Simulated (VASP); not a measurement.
# Rh (P6_3/mmc) in VASP: a series of runs, part 2 of 2

VASP 6.6.1. Earlier steps stand in the parts before.

**3. Single point, BLYP (volume scaled by 0.96)**

The input, INCAR:

```
  PREC = Accurate
  ENCUT = 520
  EDIFF = 1E-7
  ISMEAR = -1
  SIGMA = 0.1
  LREAL = False
  LASPH = True
  NELM = 100
  ALGO = Normal
  ISIF = 2
  LWAVE = False
  LCHARG = False
  GGA = B5
  ALDAX = 1.0
  AGGAX = 1.0
  AGGAC = 1.0
  ALDAC = 0.0
  NBANDS = 38
```

The input, KPOINTS:

```
regular mesh
0
Gamma
  15 15 4
```

The input, POSCAR:

```
Rh
1.0
    2.7246687687      0.0000000000      0.0000000000
   -1.3623343843      2.3596323706      0.0000000000
    0.0000000000      0.0000000000      8.8854083174
Rh
4
Direct
    0.0000000000      1.0000000000      0.0000000000
    1.0000000000      1.0000000000      0.5000000000
    0.3333333333      0.6666666667      0.2500000000
    0.6666666667      0.3333333333      0.7500000000
```

Potentials or basis: VASP PAW PBE potentials, release 64 (Rh_pv).

Run with:

```
> cat potpaw_PBE.64/Rh_pv/POTCAR > POTCAR
> mpirun -np 1 vasp_std > vasp.out
```

OUTCAR:

```text
PREC = Accurate
   ENCUT = 520
   EDIFF = 1E-7
   ISMEAR = -1
   LREAL = False
   LASPH = True
   NELM = 100
   ISIF = 2
   GGA = B5

 ion  position               nearest neighbor table
   1  0.000  0.000  0.000-   3 2.72   4 2.72   3 2.72   4 2.72   4 2.72   3 2.72
   2  0.000  0.000  0.500-   3 2.72   4 2.72   3 2.72   4 2.72   4 2.72   3 2.72
   3  0.333  0.667  0.250-   1 2.72   2 2.72   1 2.72   2 2.72   1 2.72   2 2.72
   4  0.667  0.333  0.750-   1 2.72   2 2.72   1 2.72   2 2.72   1 2.72   2 2.72

  LATTYP: Found a hexagonal cell.
 ALAT       =     2.7246687687
[... 1178 lines left out ...]
 [... further k-points ...]
[... 5 lines left out ...]
  --------------------------------------------------------------------------------------
  -------------------------------------------------------------------------------------
  Total        3.6254773      3.6254773      3.6508574      0.0000000      0.0000000      0.0000000
  in kB      101.6811215    101.6811215    102.3929370      0.0000000      0.0000000      0.0000000
  external PRESSURE =     101.9183933 kB  Pullay stress =       0.0000000 kB

 VOLUME and BASIS-vectors are now :
 -----------------------------------------------------------------------------
  energy-cutoff  :      520.00
  volume of cell :       57.13
      direct lattice vectors                 reciprocal lattice vectors
     2.724668769  0.000000000  0.000000000     0.367017089  0.211897415  0.000000000
    -1.362334384  2.359632371  0.000000000     0.000000000  0.423794830  0.000000000
     0.000000000  0.000000000  8.885408317     0.000000000  0.000000000  0.112544068

 POSITION                                       TOTAL-FORCE (eV/Angst)
 -----------------------------------------------------------------------------------
      0.00000      0.00000      0.00000         0.000000      0.000000      0.000000
      0.00000      0.00000      4.44270         0.000000      0.000000      0.000000
     -0.00000      1.57309      2.22135         0.000000     -0.000000      0.000000
      1.36233      0.78654      6.66406        -0.000000     -0.000000     -0.000000
 -----------------------------------------------------------------------------------
    total drift:                                0.000000     -0.000000      0.000000

  FREE ENERGIE OF THE ION-ELECTRON SYSTEM (eV)
  ---------------------------------------------------
  free  energy   TOTEN  =       -24.6026833102 eV

  energy  without entropy=      -24.3970953239  energy(sigma->0) =      -24.49988932
```

stdout:

```text
POSCAR found type information on POSCAR Rh
 POSCAR found :  1 types and       4 ions
 scaLAPACK will be used
 -----------------------------------------------------------------------------
|                                                                             |
|                                                                             |
|     You enforced a specific xc type in the INCAR file but a different       |
|     I HOPE YOU KNOW WHAT YOU ARE DOING!                                     |
|                                                                             |
 -----------------------------------------------------------------------------

 LDA part: xc-table for (Slater(with rela. corr.)+VWN5), standard interpolation
 POSCAR, INCAR and KPOINTS ok, starting setup
 FFT: planning ... GRIDC
 FFT: planning ... GRID_SOFT
 FFT: planning ... GRID
 WAVECAR not read
 entering main loop
```

Wall time 1.8 min (1 thread of Intel Xeon Platinum 8488C (Sapphire Rapids), shared host); peak memory 0.25 GiB.

Results:

- Free energy: -24.6027 eV
- Pressure: 10.2 GPa
- Band gap on the k mesh: zero (band 30 reaches 12.46 eV, above the bottom of band 31 at 10.66 eV)

Caveat: the cell differs from its parent crystal (volume scaled by 0.96); the PAW data sets were made with another functional, which shifts forces and pressure a little.

**4. Single point, BLYP**

This run uses another cell than the first one, of 14.88 Å³/atom, 1.087 times its volume.

The input, INCAR:

```
SYSTEM = Rh
PREC     = Accurate       ! precision mode
ENCUT    = 520            ! plane-wave cutoff, eV
EDIFF    = 1E-6           ! SCF threshold, eV
ISMEAR   = -1             ! smearing method
SIGMA    = 0.1            ! smearing width, eV
LREAL    = .FALSE.        ! projectors in reciprocal space
LASPH    = .TRUE.         ! aspherical terms in the spheres
NELM     = 80             ! most SCF steps
ALGO     = Normal         ! electronic algorithm
ISIF     = 2              ! what is computed and relaxed
LWAVE    = .FALSE.        ! write WAVECAR
LCHARG   = .FALSE.        ! write CHGCAR
GGA      = B5             ! functional
ALDAX    = 1.0          
AGGAX    = 1.0          
AGGAC    = 1.0          
ALDAC    = 0.0          
NBANDS   = 38             ! bands
```

The input, KPOINTS:

```
Automatic mesh
0
G
  15 15 4
  0 0 0
```

The input, POSCAR:

```
Rh
1.0
    2.7619976370      0.0000000000      0.0000000000
   -1.3809988185      2.3919601189      0.0000000000
    0.0000000000      0.0000000000      9.0071413666
Rh
4
Direct
    0.0000000000      1.0000000000      0.0000000000
    1.0000000000      1.0000000000      0.5000000000
    0.3333333333      0.6666666667      0.2500000000
    0.6666666667      0.3333333333      0.7500000000
```

Run with:

```
> cat potpaw_PBE.64/Rh_pv/POTCAR > POTCAR
> mpirun -np 1 vasp_std > vasp.out
```

Wall time 1.7 min (1 thread of Intel Xeon Platinum 8488C (Sapphire Rapids), shared host); peak memory 0.27 GiB.

It converged, with:

```yaml
Free_energy: -24.6808 eV
Pressure: 0.5 GPa
Band_gap_on_the_k_mesh: zero (band 30 reaches 11.70 eV, above the bottom of band 31 at 10.01 eV)
```

Levels at points of the mesh, in eV from the Fermi level:
```tsv
k point	band 27	band 28	band 29	band 30	band 31	band 32	band 33	band 34
(0.00, 0.00, 0.00)	-2.32	-1.29	-1.29	-0.76	-0.76	-0.33	-0.33	0.37
(0.00, 0.00, 0.50)	-1.02	-1.02	-1.02	-1.02	-0.74	-0.74	0.06	0.06
```

Caveat: the PAW data sets were made with another functional, which shifts forces and pressure a little.

**5. Overview**

```tsv
cell	gap on the mesh (eV)	pressure (GPa)
a = 2.686, b = 2.686, c = 8.760 Å, angles 90.0, 90.0, 120.0°, 4 atoms	none	22.6
a = 2.725, b = 2.725, c = 8.885 Å, angles 90.0, 90.0, 120.0°, 4 atoms	none	10.2
a = 2.762, b = 2.762, c = 9.007 Å, angles 90.0, 90.0, 120.0°, 4 atoms	none	0.5
```

Alike in all rows: task single point; level BLYP; potentials or basis VASP PAW PBE potentials, release 64 (Rh_pv); no spin polarisation; k mesh 15 × 15 × 4; cutoff (eV) 520; smearing fermi-dirac 0.1 eV.

Caveats: the PAW data sets were made with another functional, which shifts forces and pressure a little.

Total energies depend on the potentials used, so only differences within one code and one set of settings carry meaning.
